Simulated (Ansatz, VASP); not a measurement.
K3Ba: VASP beside Ansatz

File INCAR:

```
PREC = Accurate
ENCUT = 520
EDIFF = 1E-6
ISMEAR = 1
SIGMA = 0.1
LREAL = False
LASPH = True
NELM = 80
ALGO = Normal
ISIF = 2
LWAVE = False
LCHARG = True
GGA = CA
LELF = True
LVHAR = True
NBANDS = 26
```

File KPOINTS:

```
regular mesh
0
Gamma
  5 5 5
```

Contents of POSCAR:

```
K3Ba
1.0
    0.0000000000      5.2436290000      5.2436290000
    5.2436290000      0.0000000000      5.2436290000
    5.2436290000      5.2436290000      0.0000000000
K Ba
3 1
Direct
    0.2500000000      0.2500000000      0.2500000000
    0.7500000000      0.7500000000      0.7500000000
    0.5000000000      0.5000000000      0.5000000000
    0.0000000000      0.0000000000      0.0000000000
```

Input for Ansatz:

```yaml
crystal:
  lattice:
    - [0.0, 5.243629, 5.243629]
    - [5.243629, 0.0, 5.243629]
    - [5.243629, 5.243629, 0.0]
  atoms:
    - { symbol: K, position: [0.25, 0.25, 0.25] }
    - { symbol: K, position: [0.75, 0.75, 0.75] }
    - { symbol: K, position: [0.5, 0.5, 0.5] }
    - { symbol: Ba, position: [0.0, 0.0, 0.0] }
kpoints:
  mp_grid:
    grid: [5, 5, 5]
hamiltonian:
  xc: lda
scf:
  convergence:
    dr2_threshold: 1.0e-08
  occupations:
    method: cold
    width: 0.1
output:
  forces: true
  stress: true
```

Alike in both runs: task single point; functional LDA; k mesh 5 × 5 × 5; no spin polarisation.

|  | VASP | Ansatz |
| --- | --- | --- |
| version | VASP 6.6.1 | Ansatz 0.2.0 |
| potentials or method | VASP PAW LDA potentials, release 64 (K_sv, Ba_sv) | plane waves, PAW |
| plane-wave cutoff (eV) | 520 | 420 |
| occupations | methfessel-paxton of order 1, width 0.1 eV | cold, width 0.1 eV |
| valence electrons in the cell | 37 | 37 |

```csv
,VASP,Ansatz,Ansatz less VASP
pressure (GPa),-0.6,-0.6,+0.01
```

LDA's correlation is that of Perdew and Zunger in VASP and of Perdew and Wang (1992) in Ansatz. Ansatz's warnings: stress scf threshold loose.

Neither program's run includes spin-orbit coupling.
